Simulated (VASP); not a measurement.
# Ti: single point with LDA

Ti:

```xyz
2
Lattice="-2.2962 2.2962 1.3311 2.2962 -2.2962 1.3311 2.2962 2.2962 -1.3311" Properties=species:S:1:pos:R:3 pbc="T T T"
Ti    0.0000   -1.1481   -0.3328
Ti    0.0000    1.1481    0.3328
```

* Program: VASP 6.6.1
* Task: single point
* Functional: LDA
* Potentials or basis: VASP PAW LDA potentials, release 64 (Ti_sv)
* Cutoff: 520 eV
* k mesh: 17 × 17 × 17
* Occupations: fermi-dirac, width 0.05 eV
* Spin: no spin polarisation

| Property | Result |
| --- | --- |
| Pressure | 17.2 GPa |
| Band gap on the k mesh | zero (band 12 reaches 10.57 eV, above the bottom of band 13 at 9.43 eV) |

Stress tensor (GPa, compression positive):
```
17.33  0.00  0.00
 0.00 17.33  0.00
 0.00  0.00 16.92
```

Levels at points of the mesh, in eV from the Fermi level:
```csv
k point,band 9,band 10,band 11,band 12,band 13,band 14,band 15,band 16
"(0.00, 0.00, 0.00)",-5.94,-3.56,-1.15,-0.49,0.40,2.84,2.84,2.92
```

Run time: 2.5 min on 1 thread of AMD EPYC 9R45 96-Core Processor (Zen 5), with other jobs on the host, peak memory 0.25 GiB.
